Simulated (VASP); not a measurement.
Here is a VASP 6.6.1 calculation.

File INCAR:

```
SYSTEM = Rb
  PREC = Accurate
  ENCUT = 520
  EDIFF = 1E-6
  ISMEAR = 0
  SIGMA = 0.1
  LREAL = .FALSE.
  LASPH = .TRUE.
  NELM = 80
  ALGO = Fast
  ISIF = 2
  LWAVE = .FALSE.
  LCHARG = .TRUE.
  GGA = PS
  LELF = .TRUE.
  LVHAR = .TRUE.
  NBANDS = 16
```

The input KPOINTS:

```
regular mesh
0
G
  12 12 6
  0 0 0
```

Contents of POSCAR:

```
Rb
1.0
    4.9663491853      0.0000000000      0.0000000000
   -2.4831745927      4.3009845586      0.0000000000
    0.0000000000      0.0000000000      8.0972585833
Rb
2
Direct
    0.3333333333      0.6666666667      0.2500000000
    0.6666666667      0.3333333333      0.7500000000
```

Potentials or basis: VASP PAW PBE potentials, release 64 (Rb_sv).

The run is started by

```console
$ cat potpaw_PBE.64/Rb_sv/POTCAR > POTCAR
$ mpirun -np 1 vasp_std > vasp.out
```

**Question.** Predict the pressure.

**Answer.** 0.0 GPa.

**Question.** Predict the band gap on the k mesh.

**Answer.** Zero (band 9 reaches 1.12 eV, above the bottom of band 10 at -1.28 eV).

Caveat: the PAW data sets were made with another functional, which shifts forces and pressure a little.
